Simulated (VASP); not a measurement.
# Ga2HN2 in VASP: single point with PBE

Aim: the single point of Ga2HN2 with PBE.

Everything below comes from runs of VASP 6.6.1. Logs are shortened: lines on timing, memory, paths and dates and some standing lists are left out, and cuts for length are marked.

## 1. The cell of the first run

The cell holds a slab with vacuum, 5 atoms: a = 3.217 Å, b = 3.217 Å, c = 19.100 Å, α = 90.00°, β = 90.00°, γ = 120.00°.

## 2. Single point, PBE, collinear spin

Contents of INCAR:

```
SYSTEM = Ga2HN2
ALGO     = Normal         ! electronic algorithm
DIPOL    = 0.5 0.5 0.348
EDIFF    = 1E-6           ! SCF threshold, eV
ENCUT    = 520            ! plane-wave cutoff, eV
GGA      = PE             ! functional
IDIPOL   = 3            
ISIF     = 2              ! what is computed and relaxed
ISMEAR   = 0              ! smearing method
ISPIN    = 2              ! spin polarisation
LASPH    = .True.         ! aspherical terms in the spheres
LCHARG   = .False.        ! write CHGCAR
LDIPOL   = .True.       
LORBIT   = 11             ! projections on sites
LREAL    = .False.        ! projectors in reciprocal space
LWAVE    = .False.        ! write WAVECAR
MAGMOM   = 0 0 0 0 1      ! initial moments
NBANDS   = 30             ! bands
NELM     = 150            ! most SCF steps
PREC     = Accurate       ! precision mode
SIGMA    = 0.05           ! smearing width, eV
```

Contents of KPOINTS:

```
k-points
0
Gamma
  9 9 1
  0 0 0
```

Contents of POSCAR:

```
Ga2HN2
1.0
    3.2165072889      0.0000000000      0.0000000000
   -1.6082536444      2.7855770236      0.0000000000
    0.0000000000      0.0000000000     19.1000974262
N Ga H
2 2 1
Direct
    0.0000000000      0.0000000000      0.2094230155
    0.3333333333      0.6666666667      0.3979088303
    0.3333333333      0.6666666667      0.2437980654
    0.6666666667      0.3333333333      0.3952208477
    0.3333333333      1.0000000000      0.4923109142
```

Potentials or basis: VASP PAW PBE potentials, release 64 (N, Ga_d, H).

The run is started by

```
> cat potpaw_PBE.64/N/POTCAR potpaw_PBE.64/Ga_d/POTCAR potpaw_PBE.64/H/POTCAR > POTCAR
> mpirun -np 1 vasp_std > vasp.out
```

OUTCAR:

```text
SYSTEM = Ga2HN2
   EDIFF = 1E-6
   ENCUT = 520
   GGA = PE
   ISIF = 2
   ISMEAR = 0
   ISPIN = 2
   LASPH = .True.
   LORBIT = 11
   LREAL = .False.
   NELM = 150
   PREC = Accurate

 ion  position               nearest neighbor table
   1  0.000  0.000  0.209-   3 1.97   3 1.97   3 1.97
   2  0.333  0.667  0.398-   4 1.86   4 1.86   4 1.86
   3  0.333  0.667  0.244-   1 1.97   1 1.97   1 1.97
   4  0.667  0.333  0.395-   2 1.86   2 1.86   2 1.86
   5  0.333  0.000  0.492-

  LATTYP: Found a hexagonal cell.
 ALAT       =     3.2165072889
 C/A-ratio  =     5.9381483425

  Lattice vectors:

 A1 = (   3.2165072889,   0.0000000000,   0.0000000000)
 A2 = (  -1.6082536444,   2.7855770236,   0.0000000000)
 A3 = (   0.0000000000,   0.0000000000,  19.1000974262)

Analysis of symmetry for initial positions (statically):
=====================================================================
 Subroutine PRICEL returns:
 Original cell was already a primitive cell.

 Routine SETGRP: Setting up the symmetry group for a
 hexagonal supercell.

 Subroutine GETGRP returns: Found  1 space group operations
 (whereof  1 operations were pure point group operations)
 out of a pool of 24 trial point group operations.

The static configuration has the point symmetry C_1 .

Analysis of symmetry for dynamics (positions and initial velocities):
=====================================================================
 Subroutine PRICEL returns:
 Original cell was already a primitive cell.

 Routine SETGRP: Setting up the symmetry group for a
 hexagonal supercell.

 Subroutine GETGRP returns: Found  1 space group operations
 (whereof  1 operations were pure point group operations)
 out of a pool of 24 trial point group operations.

The dynamic configuration has the point symmetry C_1 .

Analysis of structural, dynamic, and magnetic symmetry:
=====================================================================
 Subroutine PRICEL returns:
 Original cell was already a primitive cell.

 Routine SETGRP: Setting up the symmetry group for a
 hexagonal supercell.

 Subroutine GETGRP returns: Found  1 space group operations
 (whereof  1 operations were pure point group operations)
 out of a pool of 24 trial point group operations.

The overall configuration has the point symmetry C_1 .

 Subroutine INISYM returns: Found  1 space group operations
 (whereof  1 operations are pure point group operations),
 and found     1 'primitive' translations

----------------------------------------------------------------------------------------

                                     Primitive cell

  volume of cell :     171.1336

  direct lattice vectors                    reciprocal lattice vectors
     3.216507289  0.000000000  0.000000000     0.310896233  0.179496024  0.000000000
    -1.608253644  2.785577024  0.000000000     0.000000000  0.358992048  0.000000000
     0.000000000  0.000000000 19.100097426     0.000000000  0.000000000  0.052355754

  length of vectors
     3.216507289  3.216507289 19.100097426     0.358992048  0.358992048  0.052355754

  position of ions in fractional coordinates (direct lattice)
     0.000000000  0.000000000  0.209423016
     0.333333333  0.666666667  0.397908830
     0.333333333  0.666666667  0.243798065
     0.666666667  0.333333333  0.395220848
     0.333333333  0.000000000  0.492310914

  ion indices of the primitive-cell ions
   primitive index   ion index
                 1           1
                 2           2
                 3           3
                 4           4
                 5           5

----------------------------------------------------------------------------------------

 KPOINTS: k-points

Automatic generation of k-mesh.
[... 25 lines left out ...]
  0.000000  0.111111  0.000000      2.000000
 -0.111111  0.111111  0.000000      2.000000
  0.222222  0.000000  0.000000      2.000000
  0.000000  0.222222  0.000000      2.000000
[... 16 lines left out ...]
  0.333333  0.111111  0.000000      2.000000
 -0.111111  0.444444  0.000000      2.000000
 [... further k-points ...]
   k-points           NKPTS =     41   k-points in BZ     NKDIM =     41   number of bands    NBANDS=     30
   number of dos      NEDOS =    301   number of ions     NIONS =      5
   total plane-waves  NPLWV =  82944
   dimension x,y,z NGX =    24 NGY =   24 NGZ =  144
   dimension x,y,z NGXF=    48 NGYF=   48 NGZF=  288
   ions per type =               2   2   1
   NGX,Y,Z   is equivalent  to a cutoff of  12.40, 12.40, 12.53 a.u.
   NGXF,Y,Z  is equivalent  to a cutoff of  24.81, 24.81, 25.07 a.u.
 SYSTEM =  Ga2HN2
   PREC   = accura    normal or accurate (medium, high low for compatibility)
   ISTART =      0    job   : 0-new  1-cont  2-samecut
   ICHARG =      2    charge: 1-file 2-atom 10-const
   ISPIN  =      2    spin polarized calculation?
   LNONCOLLINEAR =      F non collinear calculations
   LSORBIT =      F    spin-orbit coupling
   LASPH  =      T    aspherical Exc in radial PAW
   ENCUT  =  520.0 eV  38.22 Ry    6.18 a.u.   5.98  5.98 35.51*2*pi/ulx,y,z
   NELM   =    150;   NELMIN=  2; NELMDL= -5     # of ELM steps
   EDIFF  = 0.1E-05   stopping-criterion for ELM
   LREAL  =      F    real-space projection
   EDIFFG = 0.1E-04   stopping-criterion for IOM
   NSW    =      0    number of steps for IOM
   IBRION =     -1    ionic relax: 0-MD 1-quasi-New 2-CG
   NFREE  =      0    steps in history (QN), initial steepest desc. (CG)
   ISIF   =      2    stress and relaxation
   ISYM   =      2    0-nonsym 1-usesym 2-fastsym
   POTIM  = 0.5000    time-step for ionic-motion
   TEBEG  =    0.0;   TEEND  =   0.0 temperature during run
   PSTRESS=    0.0 pullay stress
   NELECT =      37.0000    total number of electrons
   NUPDOWN=      -1.0000    fix difference up-down
   EMIN   =  10.00;   EMAX   =-10.00  energy-range for DOS
   EFERMI =   0.00;   METHOD = LEGACY
   ISMEAR =     0;   SIGMA  =   0.05  broadening in eV -4-tet -1-fermi 0-gaus
   EFERMI_NEDOS =   21; number of points for ismear=-14 and -15
   IALGO  =     38    algorithm
   IMIX   =      4    mixing-type and parameters
     AMIX     =   0.40;   BMIX     =  1.00
     AMIX_MAG =   1.60;   BMIX_MAG =  1.00
  volume/ion in A,a.u.               =      34.23       230.97
  Fermi-wavevector in a.u.,A,eV,Ry     =   0.982570  1.856789 13.135669  0.965444
  Thomas-Fermi vector in A             =   2.113663
   LORBIT       =     11    0 simple, 1 ext, 2 COOP (PROOUT), +10 PAW based schemes
   GGA     = PE    functional components
   LHFCALC =     F    Hartree Fock is set to
   AEXX    =    0.0000 exact exchange contribution
   IVDW    =     0    specifies the selected vdW correction
   LEPSILON=     F    determine dielectric tensor
   LRPA    =     F    only Hartree local field effects (RPA)
 spin polarized calculation
 Gauss-broadening in eV      SIGMA  =   0.05
  energy-cutoff  :      520.00
  volume of cell :      171.13
 maximum number of plane-waves:      4668
   NGX = 11   NGY = 11   NGZ = 71

 dipolmoment           0.000000      0.000000      0.000046 electrons x Angstroem

 number of electron      36.9999977 magnetization       0.9912152

 dipolmoment           0.000000      0.000000     -0.091750 electrons x Angstroem

 Free energy of the ion-electron system (eV)
  ---------------------------------------------------
  ext. energy  EPLUGINS =         0.00000000
  ---------------------------------------------------
  free energy    TOTEN  =       -23.30325182 eV

  energy without entropy =      -23.30230129  energy(sigma->0) =      -23.30277655

 E-fermi :  -2.5503     XC(G=0):  -4.3634

 val. band max:       -2.5808653118   @ k =   0.0000   0.0000   0.0000
 cond. band min:      -2.5410180741   @ k =   0.1111   0.0000   0.0000
 fundamental gap:      0.0398472376
 Fermi energy:        -2.5503358949

 spin component 1

 k-point     1 :       0.0000    0.0000    0.0000
  band No.  band energies     occupation
      1     -19.8649      1.00000
      2     -17.7786      1.00000
      3     -17.7763      1.00000
      4     -17.5043      1.00000
      5     -17.5033      1.00000
      6     -17.2449      1.00000
[... 781 lines left out ...]
     29       7.4606      0.00000
     30       7.8402      0.00000

 [... further k-points ...]

 spin component 2

 k-point     1 :       0.0000    0.0000    0.0000
  band No.  band energies     occupation
      1     -19.6890      1.00000
      2     -17.7674      1.00000
      3     -17.7655      1.00000
      4     -17.5008      1.00000
      5     -17.4943      1.00000
      6     -17.1944      1.00000
[... 781 lines left out ...]
     29       7.5978      0.00000
     30       8.1646      0.00000

 [... further k-points ...]

------------------------ aborting loop because EDIFF is reached ----------------------------------------

 vacuum level on the upper side and lower side of the slab       (xc-potential included)        -1.018         0.793

  FORCE on cell =-STRESS in cart. coord.  units (eV):
  Direction    XX          YY          ZZ          XY          YZ          ZX
  --------------------------------------------------------------------------------------
  -------------------------------------------------------------------------------------
  Total       -0.1488578      0.2522772     -2.0649037     -0.4011494      0.3979505      0.2148946
  in kB       -1.3936283      2.3618553    -19.3319243     -3.7556181      3.7256700      2.0118740
  external PRESSURE =      -6.1212324 kB  Pullay stress =       0.0000000 kB

 VOLUME and BASIS-vectors are now :
 -----------------------------------------------------------------------------
  energy-cutoff  :      520.00
  volume of cell :      171.13
      direct lattice vectors                 reciprocal lattice vectors
     3.216507289  0.000000000  0.000000000     0.310896233  0.179496024  0.000000000
    -1.608253644  2.785577024  0.000000000     0.000000000  0.358992048  0.000000000
     0.000000000  0.000000000 19.100097426     0.000000000  0.000000000  0.052355754

 POSITION                                       TOTAL-FORCE (eV/Angst)
 -----------------------------------------------------------------------------------
      0.00000      0.00000      4.00000        -0.007649      0.001337      2.820513
     -0.00000      1.85705      7.60010        -0.012295     -0.111544     -0.873334
     -0.00000      1.85705      4.65657         0.009611     -0.016324     -2.768938
      1.60825      0.92853      7.54876        -0.106193     -0.068495      0.816695
      1.07217      0.00000      9.40319         0.116526      0.195026      0.005064
 -----------------------------------------------------------------------------------
    total drift:                               -0.000011     -0.000028      0.000044

  FREE ENERGIE OF THE ION-ELECTRON SYSTEM (eV)
  ---------------------------------------------------
  free  energy   TOTEN  =       -23.3032518207 eV

  energy  without entropy=      -23.3023012888  energy(sigma->0) =      -23.30277655

 vacuum level on the upper side and lower side of the slab         2.594         4.437

 total charge

# of ion       s       p       d       tot
------------------------------------------
    1        1.282   2.308   0.000   3.590
    2        1.246   2.476   0.000   3.723
    3        0.841   0.752  10.086  11.678
    4        0.818   0.889  10.168  11.875
    5        0.408   0.003   0.000   0.412
--------------------------------------------------
tot          4.596   6.428  20.254  31.278

 magnetization (x)

# of ion       s       p       d       tot
------------------------------------------
    1        0.001   0.049   0.000   0.050
    2        0.017   0.150   0.000   0.166
    3       -0.003  -0.001   0.004   0.000
    4       -0.006   0.003   0.015   0.011
    5        0.289   0.000   0.000   0.289
--------------------------------------------------
tot          0.298   0.201   0.019   0.517
```

Wall time 6 min (1 thread of Intel Xeon 6975P-C (Granite Rapids), shared host); peak memory 0.52 GiB.

What came out:

```
Free energy                                           : -23.3033 eV
Largest force                                         : 2.821 eV/Å
Band gap on the k mesh                                : zero (filled and empty bands overlap)
Net moment                                            : 0.99 μB per cell
Site moments                                          : N +0.05, +0.17; Ga +0.00, +0.01; H +0.29 μB
Valence electrons inside the program's atomic spheres : N 3.59, 3.72; Ga 11.68, 11.88; H 0.41
```

Forces on the atoms (eV/Å):
```
N   -0.008  0.001  2.821
N   -0.012 -0.112 -0.873
Ga   0.010 -0.016 -2.769
Ga  -0.106 -0.068  0.817
H    0.117  0.195  0.005
```

Levels at points of the mesh, in eV from the Fermi level:
Spin up:
| k point | band 17 | band 18 | band 19 | band 20 | band 21 | band 22 |
| --- | --- | --- | --- | --- | --- | --- |
| (0.00, 0.00, 0.00) | -1.49 | -0.03 | -0.03 | 1.31 | 2.44 | 4.80 |
Spin down:
```tsv
k point	band 16	band 17	band 18	band 19	band 20	band 21
(0.00, 0.00, 0.00)	-2.22	-0.34	0.03	0.03	1.90	2.70
```
